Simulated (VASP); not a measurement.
Wanted: the native input for a VASP 6.6.1 run.

* Task: single point
* Functional: LDA
* Potentials or basis: VASP PAW LDA potentials, release 64 (Sn_d, Se)
* Cutoff: 520 eV
* k mesh: 6 × 6 × 6
* Occupations: fermi-dirac, width 0.05 eV
* Spin: no spin polarisation
* Dipole correction: no
* Further INCAR settings: ALGO = Normal; EDIFF = 1e-06; NBANDS = 32

The structure of Sn3Se lies in POSCAR:

```
Sn3Se
1.0
    4.7418790000      0.0000000000      0.0000000000
    0.0000000000      4.7418790000      0.0000000000
    0.0000000000      0.0000000000      4.7418790000
Sn Se
3 1
Direct
    0.5000000000      0.5000000000      0.0000000000
    0.5000000000      0.0000000000      0.5000000000
    0.0000000000      0.5000000000      0.5000000000
    0.0000000000      0.0000000000      0.0000000000
```

The input as run:

INCAR

```
SYSTEM = Sn3Se
PREC = Accurate ; ENCUT = 520
EDIFF = 1E-6 ; ISMEAR = -1
SIGMA = 0.05 ; LREAL = .False.
LASPH = .True. ; NELM = 80
ALGO = Normal ; ISIF = 2
LWAVE = .False. ; LCHARG = .False.
GGA = CA ; NBANDS = 32
```

KPOINTS

```
regular mesh
0
Gamma
  6 6 6
  0 0 0
```

Potentials or basis: VASP PAW LDA potentials, release 64 (Sn_d, Se).

Command:

```sh
$ cat potpaw_LDA.64/Sn_d/POTCAR potpaw_LDA.64/Se/POTCAR > POTCAR
$ mpirun -np 1 vasp_std > vasp.out
```

Results of the run:

| Item | Value |
| --- | --- |
| Pressure | -3.9 GPa |
| Band gap on the k mesh | zero (band 24 reaches 8.97 eV, above the bottom of band 25 at 6.71 eV) |

Caveat: spin-orbit coupling is left out, which moves the levels of the heavy elements.

Wall time 98 s on 1 thread of AMD EPYC 7R13, on a shared host, peak memory 0.17 GiB.
